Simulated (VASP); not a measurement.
The system is B.

```xyz
1
Lattice="0.0000 1.7718 1.7718 1.7718 0.0000 1.7718 1.7718 1.7718 0.0000" Properties=species:S:1:pos:R:3 pbc="T T T"
B     0.0000    0.0000    0.0000
```

| Quantity | Value |
| --- | --- |
| Program | VASP 6.6.1 |
| Task | relaxation of cell and atoms |
| Functional | PBE |
| Potentials or basis | VASP PAW PBE potentials, release 64 (B) |
| Cutoff | 500 eV |
| k mesh | 16 × 16 × 16 |
| Occupations | fermi-dirac, width 0.08 eV |
| Spin | no spin polarisation |

At the start: pressure -40.6 GPa; volume 11.12 Å³/atom.

Question: How do energy, volume and symmetry change on relaxing?

Answer: Over 16 steps the energy falls by 1260.3 meV/atom and the volume is 5.88 Å³/atom (-47.2 %); space group Fm-3m (No. 225, to 0.05 Å).

Step by step:
| step | energy change (eV) | largest force (eV/Å) | pressure (GPa) | volume (Å³) |
| --- | --- | --- | --- | --- |
| 1 | 0.0000 | 0.0000 | -40.64 | 11.12 |
| 2 | -1.0853 | 0.0000 | -36.67 | 7.17 |
| 3 | -1.2567 | 0.0000 | -6.99 | 6.04 |
| 4 | -1.2600 | 0.0000 | 2.00 | 5.84 |
| 5 | -1.2600 | 0.0000 | -1.94 | 5.92 |
| 6 | -1.2601 | 0.0000 | -1.86 | 5.92 |
| 7 | -1.2601 | 0.0000 | -1.64 | 5.91 |
| 8 | -1.2601 | 0.0000 | -1.63 | 5.91 |
| 9 | -1.2601 | 0.0000 | -1.62 | 5.91 |
| 10 | -1.2601 | 0.0000 | -1.60 | 5.91 |
| 11 | -1.2601 | 0.0000 | -1.55 | 5.91 |
| 12 | -1.2601 | 0.0000 | -1.47 | 5.91 |
| 13 | -1.2602 | 0.0000 | -1.29 | 5.91 |
| 14 | -1.2602 | 0.0000 | -0.93 | 5.90 |
| 15 | -1.2603 | 0.0000 | -0.21 | 5.88 |
| 16 | -1.2603 | 0.0000 | 0.00 | 5.88 |

Final structure:
```cif
data_structure
_symmetry_space_group_name_H-M 'P 1'
_symmetry_Int_Tables_number 1
_cell_length_a 2.0258
_cell_length_b 2.0258
_cell_length_c 2.0258
_cell_angle_alpha 60.000
_cell_angle_beta 60.000
_cell_angle_gamma 60.000
_cell_volume 5.88
loop_
_atom_site_label
_atom_site_type_symbol
_atom_site_fract_x
_atom_site_fract_y
_atom_site_fract_z
_atom_site_occupancy
B1 B 0.00000 0.00000 0.00000 1
```

Caveat: the volume moved by over 15 % at a fixed basis, so the end points are rough.
